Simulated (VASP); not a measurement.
## TiSi16 (a cell with a defect): single point with PBE

Crystal: TiSi16 (a cell with a defect).

```
Si Ti
1.0
     0.00000    5.43000    5.43000
     5.43000    0.00000    5.43000
     5.43000    5.43000    0.00000
Si Ti
16 1
Direct
  0.99843 0.99808 0.99784
  0.11921 0.11884 0.11985
  0.99706 0.99662 0.50127
  0.12160 0.12135 0.63590
  0.99725 0.50070 0.99749
  0.12184 0.63601 0.12169
  0.99840 0.50335 0.50342
  0.13069 0.62323 0.62397
  0.50106 0.99685 0.99749
  0.63631 0.12151 0.12158
  0.50363 0.99799 0.50333
  0.62361 0.13019 0.62395
  0.50370 0.50333 0.99826
  0.62373 0.62335 0.13088
  0.50127 0.50078 0.50147
  0.62483 0.62443 0.62475
  0.24935 0.24909 0.24916
```

```json
{
 "Program": "VASP 6.6.1",
 "Task": "single point",
 "Functional": "PBE",
 "Potentials or basis": "VASP PAW PBE potentials, release 64 (Si, Ti_sv)",
 "Cutoff": "520 eV",
 "k mesh": "2 × 2 × 2",
 "Occupations": "gaussian, width 0.02 eV",
 "Spin": "no spin polarisation"
}
```

```json
{"Pressure": "4.0 GPa", "Largest force": "0.022 eV/Å", "Band gap on the k mesh": "zero (band 38 reaches 6.97 eV, above the bottom of band 39 at 6.56 eV)"}
```

Forces on the atoms (eV/Å):
```
Si   0.002  0.001 -0.003
Si   0.002  0.003  0.006
Si   0.001  0.001 -0.001
Si   0.005  0.004  0.008
Si   0.001 -0.002 -0.002
Si   0.006  0.004  0.008
Si  -0.003 -0.006 -0.008
Si   0.002  0.001  0.002
Si  -0.004  0.001 -0.003
Si   0.004  0.006  0.009
Si  -0.004 -0.001 -0.008
Si   0.000  0.002  0.002
Si  -0.002 -0.004 -0.006
Si   0.003  0.002  0.004
Si  -0.001 -0.001 -0.002
Si   0.001  0.000  0.005
Ti  -0.014 -0.012 -0.012
```

Stress tensor (GPa, compression positive):
```
4.03 0.06 0.06
0.06 4.03 0.05
0.06 0.05 4.01
```

Levels at points of the mesh, in eV from the Fermi level:
| k point | band 35 | band 36 | band 37 | band 38 | band 39 | band 40 |
| --- | --- | --- | --- | --- | --- | --- |
| (0.00, 0.00, 0.00) | -0.98 | -0.98 | -0.42 | -0.42 | -0.37 | -0.10 |
| (0.50, 0.00, 0.00) | -1.37 | -1.36 | -0.28 | 0.01 | 0.05 | 0.45 |
| (0.00, 0.50, 0.00) | -1.37 | -1.36 | -0.28 | 0.01 | 0.05 | 0.45 |
| (0.00, 0.00, 0.50) | -1.37 | -1.36 | -0.28 | 0.01 | 0.05 | 0.45 |
| (0.50, 0.50, 0.50) | -1.36 | -1.36 | -0.26 | 0.05 | 0.05 | 0.44 |
| (0.50, 0.50, 0.00) | -2.00 | -1.87 | -0.70 | -0.04 | 0.56 | 0.58 |
| (0.00, 0.50, 0.50) | -2.00 | -1.88 | -0.70 | -0.04 | 0.56 | 0.59 |
| (0.50, 0.00, 0.50) | -2.00 | -1.88 | -0.70 | -0.04 | 0.56 | 0.59 |

Run time: 3.2 min on 1 thread of Intel(R) Xeon(R) Platinum 8488C (Sapphire Rapids), with other jobs on the host, peak memory 0.5 GiB.

Caveat: the k points lie up to 0.50 Å⁻¹ apart.
